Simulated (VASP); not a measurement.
# BaTiO3 (P1) in VASP: single point with PBE

Aim: the single point of BaTiO3 with PBE.

All numbers are computed with VASP 6.6.1; they aren't measurements. Logs are shortened: lines on timing, memory, paths and dates and some standing lists are left out, and cuts for length are marked.

### 1 The cell of the first run

The typed cell holds 5 atoms: a = 3.930 Å, b = 4.062 Å, c = 4.138 Å, α = 89.47°, β = 89.23°, γ = 90.26°.

### 2 Single point, PBE (atoms moved at random and the cell strained at random)

The input, INCAR:

```
SYSTEM = BaTiO3
  PREC = Accurate
  ENCUT = 520
  EDIFF = 1E-7
  ISMEAR = 0
  SIGMA = 0.05
  LREAL = .False.
  LASPH = .True.
  NELM = 80
  ALGO = Normal
  ISIF = 2
  LWAVE = .False.
  LCHARG = .True.
  GGA = PE
  LELF = .True.
  LVHAR = .True.
  NBANDS = 28
```

The input, KPOINTS:

```
regular mesh
0
Gamma
  8 8 6
  0 0 0
```

The input, POSCAR:

```
BaTiO3
1.0
    3.9302502264     -0.0091202346      0.0264579333
   -0.0091202346      4.0618654512      0.0183519934
    0.0278949236      0.0193487317      4.1378710573
Ba Ti O
1 1 3
Direct
   -0.0042067094      0.0049561960      0.9860356463
    0.4854072735      0.4887955697      0.4626150362
    0.5077605727      0.5029083506      0.0458033651
    0.5023212501     -0.0022893557      0.5172620227
    0.0087176131      0.5056292394      0.5162839296
```

Potentials or basis: VASP PAW PBE potentials, release 64 (Ba_sv, Ti_sv, O).

On the command line:

```sh
$ cat potpaw_PBE.64/Ba_sv/POTCAR potpaw_PBE.64/Ti_sv/POTCAR potpaw_PBE.64/O/POTCAR > POTCAR
$ mpirun -np 1 vasp_std > vasp.out
```

OUTCAR:

```text
SYSTEM = BaTiO3
   PREC = Accurate
   ENCUT = 520
   EDIFF = 1E-7
   ISMEAR = 0
   LREAL = .False.
   LASPH = .True.
   NELM = 80
   ISIF = 2
   GGA = PE

 ion  position               nearest neighbor table
   1  0.996  0.005  0.986-   4 2.76   4 2.76   5 2.80   3 2.80   3 2.80   5 2.82   3 2.86   3 2.88
                             4 2.91   5 2.98   4 2.99   5 3.01   2 3.40   2 3.43   2 3.47   2 3.47
   2  0.485  0.489  0.463-   3 1.73   5 1.89   4 2.01   5 2.07   4 2.08   3 2.42   1 3.40   1 3.43
                             1 3.47   1 3.47   1 3.48   1 3.56   1 3.58   1 3.64
   3  0.508  0.503  0.046-   2 1.73   2 2.42   1 2.80   1 2.80   1 2.86   1 2.88
   4  0.502  0.998  0.517-   2 2.01   2 2.08   1 2.76   1 2.76   1 2.91   1 2.99
   5  0.009  0.506  0.516-   2 1.89   2 2.07   1 2.80   1 2.82   1 2.98   1 3.01

  LATTYP: Found a triclinic cell.
 ALAT       =     5.6393272766
 B/A-ratio  =     0.6969536737
 C/A-ratio  =     1.6226736405
 COS(alpha) =     0.0020610763
 COS(beta)  =     0.6438756907
 COS(gamma) =     0.6936869942

  Lattice vectors:

 A1 = (  -3.9211299918,  -4.0527452166,  -0.0448099267)
 A2 = (  -3.9302502264,   0.0091202346,  -0.0264579333)
 A3 = (  -0.0096544544,  -8.1430796341,  -4.1745750441)

Analysis of symmetry for initial positions (statically):
=====================================================================
 Subroutine PRICEL returns:
 Original cell was already a primitive cell.

 Routine SETGRP: Setting up the symmetry group for a
 triclinic supercell.

 Subroutine GETGRP returns: Found  1 space group operations
 (whereof  1 operations were pure point group operations)
 out of a pool of  2 trial point group operations.

The static configuration has the point symmetry C_1 .

Analysis of symmetry for dynamics (positions and initial velocities):
=====================================================================
 Subroutine PRICEL returns:
 Original cell was already a primitive cell.

 Routine SETGRP: Setting up the symmetry group for a
 triclinic supercell.

 Subroutine GETGRP returns: Found  1 space group operations
 (whereof  1 operations were pure point group operations)
 out of a pool of  2 trial point group operations.

The dynamic configuration has the point symmetry C_1 .

 Subroutine INISYM returns: Found  1 space group operations
 (whereof  1 operations are pure point group operations),
 and found     1 'primitive' translations

----------------------------------------------------------------------------------------

                                     Primitive cell

  volume of cell :      66.0528

  direct lattice vectors                    reciprocal lattice vectors
     3.930250226 -0.009120235  0.026457933     0.254449635  0.000579086 -0.001718047
    -0.009120235  4.061865451  0.018351993     0.000579086  0.246198820 -0.001155132
     0.027894924  0.019348732  4.137871057    -0.001629543 -0.001095626  0.241686278

  length of vectors
     3.930349863  4.061917148  4.138010317     0.254456094  0.246202211  0.241694255

  position of ions in fractional coordinates (direct lattice)
     0.995793291  0.004956196  0.986035646
     0.485407274  0.488795570  0.462615036
     0.507760573  0.502908351  0.045803365
     0.502321250  0.997710644  0.517262023
     0.008717613  0.505629239  0.516283930

  ion indices of the primitive-cell ions
   primitive index   ion index
                 1           1
                 2           2
                 3           3
                 4           4
                 5           5

----------------------------------------------------------------------------------------

 KPOINTS: regular mesh

Automatic generation of k-mesh.
 Grid dimensions read from file:
 generate k-points for:    8    8    6

 Generating k-lattice:

  Cartesian coordinates                     Fractional coordinates (reciprocal lattice)
     0.031806204  0.000072386 -0.000214756     0.125000000  0.000000000  0.000000000
     0.000072386  0.030774852 -0.000144392    -0.000000000  0.125000000  0.000000000
    -0.000271591 -0.000182604  0.040281046     0.000000000  0.000000000  0.166666667

  Length of vectors
     0.031807012  0.030775276  0.040282376

  Shift w.r.t. Gamma in fractional coordinates (k-lattice)
     0.000000000  0.000000000  0.000000000

 Subroutine IBZKPT returns following result:
 ===========================================

 Found    196 irreducible k-points:

 Following reciprocal coordinates:
            Coordinates               Weight
  0.000000  0.000000  0.000000      1.000000
  0.125000  0.000000  0.000000      2.000000
  0.250000  0.000000  0.000000      2.000000
  0.375000 -0.000000  0.000000      2.000000
  0.500000  0.000000  0.000000      1.000000
  0.000000  0.125000 -0.000000      2.000000
[... 16 lines left out ...]
  0.125000  0.375000 -0.000000      2.000000
  0.250000  0.375000 -0.000000      2.000000
 [... further k-points ...]
   k-points           NKPTS =    196   k-points in BZ     NKDIM =    196   number of bands    NBANDS=     28
   number of dos      NEDOS =    301   number of ions     NIONS =      5
   total plane-waves  NPLWV =  28800
   dimension x,y,z NGX =    30 NGY =   30 NGZ =   32
   dimension x,y,z NGXF=    60 NGYF=   60 NGZF=   64
   ions per type =               1   1   3
   NGX,Y,Z   is equivalent  to a cutoff of  12.69, 12.28, 12.86 a.u.
   NGXF,Y,Z  is equivalent  to a cutoff of  25.38, 24.56, 25.71 a.u.
 SYSTEM =  BaTiO3
   PREC   = accura    normal or accurate (medium, high low for compatibility)
   ISTART =      0    job   : 0-new  1-cont  2-samecut
   ICHARG =      2    charge: 1-file 2-atom 10-const
   ISPIN  =      1    spin polarized calculation?
   LNONCOLLINEAR =      F non collinear calculations
   LSORBIT =      F    spin-orbit coupling
   LASPH  =      T    aspherical Exc in radial PAW
   ENCUT  =  520.0 eV  38.22 Ry    6.18 a.u.   7.31  7.55  7.69*2*pi/ulx,y,z
   NELM   =     80;   NELMIN=  2; NELMDL= -5     # of ELM steps
   EDIFF  = 0.1E-06   stopping-criterion for ELM
   LREAL  =      F    real-space projection
   EDIFFG = 0.1E-05   stopping-criterion for IOM
   NSW    =      0    number of steps for IOM
   IBRION =     -1    ionic relax: 0-MD 1-quasi-New 2-CG
   NFREE  =      0    steps in history (QN), initial steepest desc. (CG)
   ISIF   =      2    stress and relaxation
   ISYM   =      2    0-nonsym 1-usesym 2-fastsym
   POTIM  = 0.5000    time-step for ionic-motion
   TEBEG  =    0.0;   TEEND  =   0.0 temperature during run
   PSTRESS=    0.0 pullay stress
   NELECT =      40.0000    total number of electrons
   NUPDOWN=      -1.0000    fix difference up-down
   EMIN   =  10.00;   EMAX   =-10.00  energy-range for DOS
   EFERMI =   0.00;   METHOD = LEGACY
   ISMEAR =     0;   SIGMA  =   0.05  broadening in eV -4-tet -1-fermi 0-gaus
   EFERMI_NEDOS =   21; number of points for ismear=-14 and -15
   IALGO  =     38    algorithm
   IMIX   =      4    mixing-type and parameters
     AMIX     =   0.40;   BMIX     =  1.00
     AMIX_MAG =   1.60;   BMIX_MAG =  1.00
  volume/ion in A,a.u.               =      13.21        89.15
  Fermi-wavevector in a.u.,A,eV,Ry     =   1.385046  2.617358 26.100786  1.918354
  Thomas-Fermi vector in A             =   2.509493
   LORBIT       =      0    0 simple, 1 ext, 2 COOP (PROOUT), +10 PAW based schemes
   GGA     = PE    functional components
   LHFCALC =     F    Hartree Fock is set to
   AEXX    =    0.0000 exact exchange contribution
   IVDW    =     0    specifies the selected vdW correction
   LEPSILON=     F    determine dielectric tensor
   LRPA    =     F    only Hartree local field effects (RPA)
 non-spin polarized calculation
 Gauss-broadening in eV      SIGMA  =   0.05
  energy-cutoff  :      520.00
  volume of cell :       66.05
 maximum number of plane-waves:      1800
 NGX is ok and might be reduce to    30
   NGX = 15   NGY = 15   NGZ = 15

 number of electron      40.0000003 magnetization

 Free energy of the ion-electron system (eV)
  ---------------------------------------------------
  ext. energy  EPLUGINS =         0.00000000
  ---------------------------------------------------
  free energy    TOTEN  =       -39.91013170 eV

  energy without entropy =      -39.91013170  energy(sigma->0) =      -39.91013170

 E-fermi :   4.1035     XC(G=0): -11.0618

 val. band max:        3.8356795220   @ k =   0.5000   0.5000   0.5000
 cond. band min:       5.9133566892   @ k =   0.0000   0.0000   0.0000
 fundamental gap:      2.0776771673
 Fermi energy:         4.1035038340

 k-point     1 :       0.0000    0.0000    0.0000
  band No.  band energies     occupation
      1     -52.5801      2.00000
      2     -29.0495      2.00000
      3     -28.8060      2.00000
      4     -28.7683      2.00000
      5     -21.3773      2.00000
      6     -13.2581      2.00000
[... 20 lines left out ...]
     27       8.8593      0.00000
     28      10.5450      0.00000

 k-point     2 :       0.1250    0.0000    0.0000
  band No.  band energies     occupation
      1     -52.5799      2.00000
      2     -29.0491      2.00000
      3     -28.8156      2.00000
      4     -28.7679      2.00000
      5     -21.3596      2.00000
      6     -13.2597      2.00000
[... 20 lines left out ...]
     27       9.1617      0.00000
     28      10.9463      0.00000

 k-point     3 :       0.2500    0.0000    0.0000
  band No.  band energies     occupation
      1     -52.5794      2.00000
      2     -29.0481      2.00000
      3     -28.8386      2.00000
      4     -28.7670      2.00000
      5     -21.3164      2.00000
      6     -13.3054      2.00000
[... 616 lines left out ...]
      3     -28.8142      2.00000
      4     -28.8045      2.00000
      5     -21.2805      2.00000
      6     -13.4284      2.00000
[... 20 lines left out ...]
     27      10.8323      0.00000
     28      12.0490      0.00000

 k-point    24 :       0.2500    0.3750   -0.0000
  band No.  band energies     occupation
      1     -52.5787      2.00000
      2     -29.0466      2.00000
      3     -28.8367      2.00000
      4     -28.8033      2.00000
      5     -21.2481      2.00000
      6     -13.3004      2.00000
[... 20 lines left out ...]
     27      11.5119      0.00000
     28      11.9502      0.00000

 [... further k-points ...]

------------------------ aborting loop because EDIFF is reached ----------------------------------------

  FORCE on cell =-STRESS in cart. coord.  units (eV):
  Direction    XX          YY          ZZ          XY          YZ          ZX
  --------------------------------------------------------------------------------------
  -------------------------------------------------------------------------------------
  Total        3.0009179      0.1223122      4.7187099      0.2701229     -0.2227143     -0.4522340
  in kB       72.7902512      2.9668052    114.4570075      6.5520993     -5.4021562    -10.9693858
  external PRESSURE =      63.4046880 kB  Pullay stress =       0.0000000 kB

 VOLUME and BASIS-vectors are now :
 -----------------------------------------------------------------------------
  energy-cutoff  :      520.00
  volume of cell :       66.05
      direct lattice vectors                 reciprocal lattice vectors
     3.930250226 -0.009120235  0.026457933     0.254449635  0.000579086 -0.001718047
    -0.009120235  4.061865451  0.018351993     0.000579086  0.246198820 -0.001155132
     0.027894924  0.019348732  4.137871057    -0.001629543 -0.001095626  0.241686278

 POSITION                                       TOTAL-FORCE (eV/Angst)
 -----------------------------------------------------------------------------------
      3.94118      0.03013      4.10653        -0.005549     -0.259907      0.009407
      1.91622      1.98995      1.93605         0.264364      0.117092      1.759026
      1.99232      2.03900      0.21219        -0.046838     -0.082921     -1.831518
      1.97958      4.05799      2.17196         0.051989      0.385442     -0.084116
      0.04405      2.06371      2.14583        -0.263965     -0.159706      0.147201
 -----------------------------------------------------------------------------------
    total drift:                                0.000434      0.000015     -0.000214

  FREE ENERGIE OF THE ION-ELECTRON SYSTEM (eV)
  ---------------------------------------------------
  free  energy   TOTEN  =       -39.9101317049 eV

  energy  without entropy=      -39.9101317049  energy(sigma->0) =      -39.91013170
```

Wall time 5.3 min (1 thread of Intel Xeon Platinum 8488C (Sapphire Rapids), shared host); peak memory 0.44 GiB.

What came out:

| Item | Value |
| --- | --- |
| Free energy | -39.9101 eV |
| Pressure | 6.3 GPa |
| Largest force | 1.834 eV/Å |
| Band gap on the k mesh | 2.08 eV (least direct gap 2.65 eV) |

Forces in eV/Å, atoms in the order of the input:
```
Ba  -0.006 -0.260  0.009
Ti   0.264  0.117  1.759
O   -0.047 -0.083 -1.832
O    0.052  0.385 -0.084
O   -0.264 -0.160  0.147
```

Levels at points of the mesh, in eV from the valence-band top:
```csv
k point,band 18,band 19,band 20,band 21,band 22,band 23
"(0.00, 0.00, 0.00)",-1.04,-0.69,-0.57,2.08,2.79,2.96
"(0.50, 0.00, 0.00)",-1.75,-1.67,-1.44,2.86,3.68,3.91
"(0.00, 0.50, 0.00)",-1.63,-1.52,-1.44,3.00,3.43,3.65
"(0.50, 0.50, 0.00)",-1.35,-1.32,-0.09,3.68,3.94,4.08
"(0.00, 0.00, 0.50)",-1.95,-0.82,-0.80,2.23,3.80,3.88
"(0.50, 0.00, 0.50)",-0.99,-0.87,-0.57,3.76,3.83,4.05
"(0.00, 0.50, 0.50)",-1.30,-1.17,-0.60,3.51,3.87,3.93
"(0.50, 0.50, 0.50)",-0.53,-0.48,0.00,4.08,4.24,4.33
```

Caveat: the cell differs from its parent crystal (atoms moved at random and the cell strained at random); the stress differs along the axes, from 0 to 11 GPa; spin-orbit coupling is left out, which moves the levels of the heavy elements; forces of over 1 eV/Å act on the atoms, so gaps and moduli don't describe the material at rest.
